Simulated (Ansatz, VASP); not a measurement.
**GaSb in VASP and in Ansatz**

```
CELL_PARAMETERS angstrom
4.39385 0.00000 0.00000
0.00000 4.39385 0.00000
0.00000 0.00000 25.87422
ATOMIC_POSITIONS crystal
Sb 0.00000 0.50000 0.28922
Sb 0.50000 0.00000 0.40954
Sb 0.00000 0.50000 0.52947
Sb 0.50000 0.00000 0.64950
Ga 0.50000 0.50000 0.34800
Ga 0.00000 0.00000 0.46902
Ga 0.50000 0.50000 0.58955
Ga 0.00000 0.00000 0.71569
```

Alike in both runs: functional PBE; k mesh 8 × 8 × 1; occupations gaussian, width 0.1 eV; no spin polarisation.

Ansatz relaxed the structure, and its values are those at the end. VASP's run is a single point on that final structure, the one shown.

|  | VASP | Ansatz |
| --- | --- | --- |
| version | VASP 6.6.1 | Ansatz 0.2.0 |
| potentials or method | VASP PAW PBE potentials, release 64 (Sb, Ga_d), cutoff 520 eV | scalar-relativistic, plane waves, PAW |
| valence electrons in the cell | 72 | 112 |

```tsv
	VASP	Ansatz	Ansatz less VASP
gap on the k mesh at the Fermi level (eV)	none	none	-
rms of the force components (eV/Å)	0.006	0.003	-0.0026
work function, face that differs most (eV)	5.19	5.19	-0.006
```

A gap of «none» marks a metal or a gap that the smearing closes. The functional is the same, so the differences come from potentials, cutoffs and numerics. VASP's potentials hold 72 valence electrons a cell and Ansatz's 112, so a difference there can come from the potentials and not from the codes.

Spin-orbit coupling is off throughout.
